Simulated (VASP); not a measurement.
# BN (P6_3/mmc) in VASP: notebook, part 2 of 3

VASP 6.6.1. The steps go on from the part before.

### Step 4. Single point, PBEsol (strain +0.050 along x and y, -0.025 along z)

INCAR

```
ALGO = Normal
EDIFF = 1E-7
ENCUT = 520
GGA = PS
ISIF = 2
ISMEAR = 0
LASPH = True
LCHARG = False
LREAL = False
LWAVE = False
NBANDS = 16
NELM = 60
PREC = Accurate
SIGMA = 0.05
```

KPOINTS

```
k-points
0
Gamma
  12 12 4
```

POSCAR

```
BN
1.0
    2.6291912895      0.0000000000      0.0000000000
   -1.3145956448      2.2769464481      0.0000000000
    0.0000000000      0.0000000000      6.4946700000
B N
2 2
Direct
    0.3333333333      0.6666666667      0.2500000000
    0.6666666667      0.3333333333      0.7500000000
    0.3333333333      0.6666666667      0.7500000000
    0.6666666667      0.3333333333      0.2500000000
```

Potentials or basis: VASP PAW PBE potentials, release 64 (B, N).

Launch:

```
$ cat potpaw_PBE.64/B/POTCAR potpaw_PBE.64/N/POTCAR > POTCAR
$ mpirun -np 1 vasp_std > vasp.out
```

OUTCAR:

```text
EDIFF = 1E-7
   ENCUT = 520
   GGA = PS
   ISIF = 2
   ISMEAR = 0
   LASPH = True
   LREAL = False
   NELM = 60
   PREC = Accurate

 ion  position               nearest neighbor table
   1  0.333  0.667  0.250-   4 1.52   4 1.52   4 1.52
   2  0.667  0.333  0.750-   3 1.52   3 1.52   3 1.52
   3  0.333  0.667  0.750-   2 1.52   2 1.52   2 1.52
   4  0.667  0.333  0.250-   1 1.52   1 1.52   1 1.52

  LATTYP: Found a hexagonal cell.
 ALAT       =     2.6291912895
 C/A-ratio  =     2.4702158515

  Lattice vectors:

 A1 = (   2.6291912895,   0.0000000000,   0.0000000000)
 A2 = (  -1.3145956448,   2.2769464481,   0.0000000000)
 A3 = (   0.0000000000,   0.0000000000,   6.4946700000)

Analysis of symmetry for initial positions (statically):
=====================================================================
 Subroutine PRICEL returns:
 Original cell was already a primitive cell.

 Routine SETGRP: Setting up the symmetry group for a
 hexagonal supercell.

 Subroutine GETGRP returns: Found 24 space group operations
 (whereof 12 operations were pure point group operations)
 out of a pool of 24 trial point group operations.

The static configuration has the point symmetry D_3d.
 The point group associated with its full space group is D_6h.

Analysis of symmetry for dynamics (positions and initial velocities):
=====================================================================
 Subroutine PRICEL returns:
 Original cell was already a primitive cell.

 Routine SETGRP: Setting up the symmetry group for a
 hexagonal supercell.

 Subroutine GETGRP returns: Found 24 space group operations
 (whereof 12 operations were pure point group operations)
 out of a pool of 24 trial point group operations.

The dynamic configuration has the point symmetry D_3d.
 The point group associated with its full space group is D_6h.

[... 116 lines left out ...]
   EFERMI =   0.00;   METHOD = LEGACY
   ISMEAR =     0;   SIGMA  =   0.05  broadening in eV -4-tet -1-fermi 0-gaus
   EFERMI_NEDOS =   21; number of points for ismear=-14 and -15
   IALGO  =     38    algorithm
   IMIX   =      4    mixing-type and parameters
     AMIX     =   0.40;   BMIX     =  1.00
     AMIX_MAG =   1.60;   BMIX_MAG =  1.00
  volume/ion in A,a.u.               =       9.72        65.59
  Fermi-wavevector in a.u.,A,eV,Ry     =   1.217692  2.301104 20.174363  1.482774
  Thomas-Fermi vector in A             =   2.353004
   LORBIT       =      0    0 simple, 1 ext, 2 COOP (PROOUT), +10 PAW based schemes
   GGA     = PS    functional components
   LHFCALC =     F    Hartree Fock is set to
   AEXX    =    0.0000 exact exchange contribution
   IVDW    =     0    specifies the selected vdW correction
   LEPSILON=     F    determine dielectric tensor
   LRPA    =     F    only Hartree local field effects (RPA)
 non-spin polarized calculation
 Gauss-broadening in eV      SIGMA  =   0.05
  energy-cutoff  :      520.00
  volume of cell :       38.88
 maximum number of plane-waves:      1074
 NGX is ok and might be reduce to    20
   NGX =  9   NGY =  9   NGZ = 25

 number of electron      15.9999999 magnetization

 Free energy of the ion-electron system (eV)
  ---------------------------------------------------
  ext. energy  EPLUGINS =         0.00000000
  ---------------------------------------------------
  free energy    TOTEN  =       -36.04369249 eV

  energy without entropy =      -36.04369249  energy(sigma->0) =      -36.04369249

 E-fermi :   2.1029     XC(G=0): -10.1445

 val. band max:        1.8210555852   @ k =   0.3333   0.2500   0.0000
 cond. band min:       5.6744094666   @ k =   0.5000  -0.0000   0.0000
 fundamental gap:      3.8533538813
 Fermi energy:         2.1028861902

 k-point     1 :       0.0000    0.0000    0.0000
  band No.  band energies     occupation
      1     -15.1881      2.00000
      2     -14.8132      2.00000
      3      -3.9546      2.00000
      4      -1.4317      2.00000
      5       0.3079      2.00000
      6       0.3079      2.00000
[... 433 lines left out ...]
      3      -4.8255      2.00000
      4      -4.7397      2.00000
      5      -1.6570      2.00000
      6      -1.5890      2.00000
[... 8 lines left out ...]
     15      17.1262      0.00000
     16      18.1384      0.00000

 [... further k-points ...]
[... 5 lines left out ...]
  --------------------------------------------------------------------------------------
  -------------------------------------------------------------------------------------
  Total      -10.3952237    -10.3952237      0.2182206      0.0000000      0.0000000      0.0000000
  in kB     -428.3633739   -428.3633739      8.9923724      0.0000000      0.0000000      0.0000000
  external PRESSURE =    -282.5781251 kB  Pullay stress =       0.0000000 kB

 VOLUME and BASIS-vectors are now :
 -----------------------------------------------------------------------------
  energy-cutoff  :      520.00
  volume of cell :       38.88
      direct lattice vectors                 reciprocal lattice vectors
     2.629191290  0.000000000  0.000000000     0.380345091  0.219592341  0.000000000
    -1.314595645  2.276946448  0.000000000     0.000000000  0.439184681  0.000000000
     0.000000000  0.000000000  6.494670000     0.000000000  0.000000000  0.153972411

 POSITION                                       TOTAL-FORCE (eV/Angst)
 -----------------------------------------------------------------------------------
     -0.00000      1.51796      1.62367         0.000000     -0.000000      0.000000
      1.31460      0.75898      4.87100        -0.000000      0.000000      0.000000
     -0.00000      1.51796      4.87100        -0.000000     -0.000000      0.000000
      1.31460      0.75898      1.62367         0.000000      0.000000      0.000000
 -----------------------------------------------------------------------------------
    total drift:                               -0.000000      0.000000      0.000000

  FREE ENERGIE OF THE ION-ELECTRON SYSTEM (eV)
  ---------------------------------------------------
  free  energy   TOTEN  =       -36.0436924908 eV

  energy  without entropy=      -36.0436924908  energy(sigma->0) =      -36.04369249
```

OSZICAR:

```text
N       E                     dE             d eps       ncg     rms          rms(c)
DAV:   1     0.447270406642E+02    0.44727E+02   -0.76176E+03  1824   0.902E+02
DAV:   2    -0.352703281656E+02   -0.79997E+02   -0.71831E+02  2584   0.209E+02
DAV:   3    -0.386040447049E+02   -0.33337E+01   -0.33174E+01  2448   0.422E+01
DAV:   4    -0.386256178279E+02   -0.21573E-01   -0.21570E-01  2240   0.379E+00
DAV:   5    -0.386258139399E+02   -0.19611E-03   -0.19610E-03  2328   0.343E-01    0.980E+00
DAV:   6    -0.362548103526E+02    0.23710E+01   -0.42773E+00  2352   0.157E+01    0.435E+00
DAV:   7    -0.361087013999E+02    0.14611E+00   -0.35806E-01  2376   0.450E+00    0.282E+00
DAV:   8    -0.360484213726E+02    0.60280E-01   -0.17356E-01  2424   0.269E+00    0.484E-01
DAV:   9    -0.360431827876E+02    0.52386E-02   -0.12100E-02  2200   0.896E-01    0.139E-01
DAV:  10    -0.360436304250E+02   -0.44764E-03   -0.11138E-03  2200   0.241E-01    0.291E-02
DAV:  11    -0.360436900843E+02   -0.59659E-04   -0.54113E-05  2264   0.572E-02    0.140E-02
DAV:  12    -0.360436922932E+02   -0.22089E-05   -0.11516E-05  2096   0.236E-02    0.165E-03
DAV:  13    -0.360436924489E+02   -0.15570E-06   -0.25129E-07  2480   0.376E-03    0.640E-04
DAV:  14    -0.360436924908E+02   -0.41921E-07   -0.48191E-08  1648   0.140E-03
   1 F= -.36043692E+02 E0= -.36043692E+02  d E =-.935431E-17
```

stdout:

```text
POSCAR found type information on POSCAR B N
 POSCAR found :  2 types and       4 ions
 scaLAPACK will be used
 -----------------------------------------------------------------------------
|                                                                             |
|                                                                             |
|     You enforced a specific xc type in the INCAR file but a different       |
|     I HOPE YOU KNOW WHAT YOU ARE DOING!                                     |
|                                                                             |
 -----------------------------------------------------------------------------

 LDA part: xc-table for (Slater+PW92), standard interpolation
 POSCAR, INCAR and KPOINTS ok, starting setup
 FFT: planning ... GRIDC
 FFT: planning ... GRID_SOFT
 FFT: planning ... GRID
 WAVECAR not read
 entering main loop
```

Wall time 15 s (1 thread of Intel Xeon 6975P-C (Granite Rapids), shared host); peak memory 0.16 GiB.

Results:

| Property | Result |
| --- | --- |
| Free energy | -36.0437 eV |
| Pressure | -28.3 GPa |
| Band gap on the k mesh | 3.85 eV, indirect (least direct gap 4.14 eV) |

Stress tensor (GPa, compression positive):
```
-42.84   0.00   0.00
  0.00 -42.84   0.00
  0.00   0.00   0.90
```

Caveat: the cell differs from its parent crystal (strain +0.050 along x and y, -0.025 along z); the PAW data sets were made with another functional, which shifts forces and pressure a little; this functional lacks dispersion, which binds the layers, so the pressure and a relaxed spacing across them are unreliable. A k mesh can miss the band edges.

### Step 5. Single point, PBEsol (strain +0.025 along x and y, +0.025 along z)

INCAR

```
SYSTEM = BN
PREC = Accurate
ENCUT = 520
EDIFF = 1E-6
ISMEAR = 0
SIGMA = 0.05
LREAL = .False.
LASPH = .True.
NELM = 60
ALGO = Normal
ISIF = 2
LWAVE = .False.
LCHARG = .True.
GGA = PS
LELF = .True.
LVHAR = .True.
NBANDS = 16
```

KPOINTS

```
Automatic mesh
0
Gamma
  12 12 4
  0 0 0
```

POSCAR

```
BN
1.0
    2.5665914969      0.0000000000      0.0000000000
   -1.2832957485      2.2227334374      0.0000000000
    0.0000000000      0.0000000000      6.8277300000
B N
2 2
Direct
    0.3333333333      0.6666666667      0.2500000000
    0.6666666667      0.3333333333      0.7500000000
    0.3333333333      0.6666666667      0.7500000000
    0.6666666667      0.3333333333      0.2500000000
```

Launch:

```
$ cat potpaw_PBE.64/B/POTCAR potpaw_PBE.64/N/POTCAR > POTCAR
$ mpirun -np 1 vasp_std > vasp.out
```

It took 17 s on 1 thread of Intel Xeon 6975P-C (Granite Rapids), shared host; peak memory 0.16 GiB.

The run converged. Its results:

```yaml
Free_energy: -36.4359 eV
Pressure: -15.1 GPa
Band_gap_on_the_k_mesh: 4.09 eV, indirect (least direct gap 4.40 eV)
```

Stress tensor (GPa, compression positive):
```
-22.73   0.00   0.00
  0.00 -22.73   0.00
  0.00   0.00   0.15
```

Levels at points of the mesh, in eV from the valence-band top:
```csv
k point,band 4,band 5,band 6,band 7,band 8,band 9,band 10,band 11,band 12,band 13
"(0.00, 0.00, 0.00)",-3.87,-1.39,-1.39,-1.35,-1.35,4.89,9.62,10.88,10.91,10.91
"(0.50, 0.00, 0.00)",-8.56,-4.02,-3.96,-1.33,-0.41,4.09,5.32,8.77,9.13,12.09
"(0.00, 0.00, 0.50)",-4.96,-1.37,-1.37,-1.37,-1.37,7.05,7.05,10.96,10.96,10.96
"(0.50, 0.00, 0.50)",-8.60,-3.99,-3.99,-0.86,-0.86,4.51,4.51,9.09,9.09,12.86
```

Caveat: the cell differs from its parent crystal (strain +0.025 along x and y, +0.025 along z); the PAW data sets were made with another functional, which shifts forces and pressure a little; this functional lacks dispersion, which binds the layers, so the pressure and a relaxed spacing across them are unreliable.

(Part 2 of 3 ends here.)
